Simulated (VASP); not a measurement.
Here is a VASP 6.6.1 calculation.

Contents of INCAR:

```
PREC     = Accurate       # precision mode
ENCUT    = 600            # plane-wave cutoff, eV
EDIFF    = 1E-6           # SCF threshold, eV
ISMEAR   = -1             # smearing method
SIGMA    = 0.08           # smearing width, eV
LREAL    = F              # projectors in reciprocal space
LASPH    = T              # aspherical terms in the spheres
NELM     = 100            # most SCF steps
ALGO     = Normal         # electronic algorithm
ISIF     = 3              # what is computed and relaxed
LWAVE    = F              # write WAVECAR
LCHARG   = F              # write CHGCAR
GGA      = PE             # functional
IBRION   = 2              # ionic algorithm
NSW      = 60             # ionic steps
EDIFFG   = -0.005         # ionic threshold
PSTRESS  = 160.0
```

KPOINTS

```
regular mesh
0
Gamma
  11 11 7
```

The input POSCAR:

```
Li
1.0
    3.4198367808      0.0000000000      0.0000000000
   -1.7099183904      2.9616655289      0.0000000000
    0.0000000000      0.0000000000      4.8561682287
Li
4
Direct
    0.0000000000      0.0000000000      0.0000000000
    0.0000000000      0.0000000000      0.5000000000
    0.3333333333      0.6666666667      0.2500000000
    0.6666666667      0.3333333333      0.7500000000
```

Potentials or basis: VASP PAW PBE potentials, release 64 (Li_sv).

The run is started by

```sh
$ cat potpaw_PBE.64/Li_sv/POTCAR > POTCAR
$ mpirun -np 1 vasp_std > vasp.out
```

(1) Estimate the relaxed volume.

(2) Predict the space group after relaxing (to 0.05 Å).

Answers

(1) 11.57 Å³/atom.

(2) P6_3/mmc (No. 194).

Caveat: the cutoff is under 1.25 times the usual one of these potentials, so pressure, stress and relaxed cells hold a basis-set (Pulay) error; the cell is relaxed towards a set pressure, so the enthalpy falls and the energy may rise.
